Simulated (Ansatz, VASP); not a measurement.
# Pt in VASP and in Ansatz

Contents of INCAR:

```
ALGO = Fast ; EDIFF = 1E-6
ENCUT = 520 ; GGA = PS
ISIF = 2 ; ISMEAR = 0
LASPH = T ; LCHARG = T
LELF = T ; LREAL = F
LVHAR = T ; LWAVE = F
NBANDS = 11 ; NELM = 80
PREC = Accurate ; SIGMA = 0.15
```

Contents of KPOINTS:

```
k-points
0
Gamma
  30 30 30
```

POSCAR

```
Pt
1.0
   -1.5818495674      1.5818495674      1.5185755847
    1.5818495674     -1.5818495674      1.5185755847
    1.5818495674      1.5818495674     -1.5185755847
Pt
1
Direct
    0.0000000000      0.0000000000      0.0000000000
```

Input for Ansatz:

```yaml
crystal:
  lattice:
    - [-1.5818495674, 1.5818495674, 1.5185755847]
    - [1.5818495674, -1.5818495674, 1.5185755847]
    - [1.5818495674, 1.5818495674, -1.5185755847]
  atoms:
    - { symbol: Pt, position: [0.0, 0.0, 0.0] }
basis:
  ecutwfc: 420
kpoints:
  mp_grid: { grid: [30, 30, 30] }
hamiltonian:
  xc: pbesol
scf:
  occupations: { method: gaussian, width: 0.15 }
output:
  forces: true
  stress: true
  eigenvalues: true
  write_density: true
  write_potential: true
  elf: true
  volumetric_format: npy
```

Alike in both runs: task single point; functional PBEsol; k mesh 30 × 30 × 30; occupations gaussian, width 0.15 eV; no spin polarisation.

|  | VASP | Ansatz |
| --- | --- | --- |
| version | VASP 6.6.1 | Ansatz 0.2.0 |
| potentials or method | VASP PAW PBE potentials, release 64 (Pt), cutoff 520 eV | scalar-relativistic, plane waves, PAW |
| valence electrons in the cell | 10 | 18 |

VASP gave:

* gap on the k mesh at the Fermi level (eV): none
* pressure (GPa): -0.3
* traceless stress, the component that is largest in VASP (GPa): -3.02

Problem. Which values does Ansatz return?

Solution. gap on the k mesh at the Fermi level (eV): none; pressure (GPa): 0.1; traceless stress, the component that is largest in VASP (GPa): -3.03.

VASP's potentials were made for PBE, not for PBEsol. A gap of «none» marks a metal or a gap that the smearing closes. VASP's potentials hold 10 valence electrons a cell and Ansatz's 18, so a difference there can come from the potentials and not from the codes.

Neither program's run includes spin-orbit coupling.
